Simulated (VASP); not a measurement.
A run of VASP 6.6.1 is set up as follows.

The input INCAR:

```
PREC = Accurate
ENCUT = 520
EDIFF = 1E-7
ISMEAR = 0
SIGMA = 0.1
LREAL = Auto
LASPH = True
NELM = 80
ALGO = Normal
ISIF = 2
LWAVE = False
LCHARG = False
GGA = PE
NBANDS = 61
ISYM = 0
```

Contents of KPOINTS:

```
Automatic mesh
0
Gamma
  3 3 3
```

File POSCAR:

```
Hf3ZrAl4N8
1.0
   -4.3399048021      4.3397954434     -0.0136739270
   -4.3398911543     -0.0136602791      4.3397735005
    0.0135800814      4.3397015978      4.3396933027
N Al Zr Hf
8 4 1 3
Direct
    0.7352034001      0.7373066429      0.7828072306
    0.2596935057      0.7203648012      0.7594701405
    0.7182597138      0.2618359118      0.7594336730
    0.7373996910      0.7394942407      0.2371824882
    0.2574203304      0.2595103480      0.7572217303
    0.2830744176      0.7372938356      0.2349354253
    0.7351814632      0.2851761196      0.2349549236
    0.2597151745      0.2617996739      0.2180006693
    0.4984185986      0.9996068085      0.9982536268
   -0.0026613879      0.5006172752      0.9982772114
    0.4983243934      0.5004549896      0.9980770782
    0.4985438214      0.5006299353      0.4972154481
    0.9963930162     -0.0015229311      0.4961228606
    0.9965064461     -0.0013949098      0.0032663344
    0.5034900554      0.9986576049      0.4962710598
    0.9965585787      0.5056080218      0.4962573959
```

Potentials or basis: VASP PAW PBE potentials, release 64 (N, Al, Zr_sv, Hf_pv).

The run is started by

```console
$ cat potpaw_PBE.64/N/POTCAR potpaw_PBE.64/Al/POTCAR potpaw_PBE.64/Zr_sv/POTCAR potpaw_PBE.64/Hf_pv/POTCAR > POTCAR
$ mpirun -np 1 vasp_std > vasp.out
```

Question: Estimate the band gap on the k mesh.

Answer: Zero (band 47 reaches 10.34 eV, above the bottom of band 48 at 8.04 eV).

Question: What does it give for the pressure?

Answer: -1.1 GPa.

Question: Estimate the largest force.

Answer: 0.117 eV/Å.

Forces in eV/Å, atoms in the order of the input:
```
N    0.008 -0.060 -0.060
N   -0.060  0.002  0.058
N   -0.058  0.061  0.001
N   -0.068  0.067  0.068
N    0.062 -0.064 -0.063
N    0.060 -0.059 -0.007
N    0.060 -0.007 -0.060
N    0.000  0.060  0.060
Al  -0.002 -0.004 -0.001
Al  -0.003  0.001 -0.006
Al  -0.001  0.000  0.001
Al   0.008 -0.003  0.000
Zr   0.017 -0.017 -0.015
Hf  -0.002  0.009  0.011
Hf  -0.010  0.013  0.001
Hf  -0.009  0.001  0.011
```

Caveat: the k points lie up to 0.42 Å⁻¹ apart; spin-orbit coupling is left out, which moves the levels of the heavy elements.
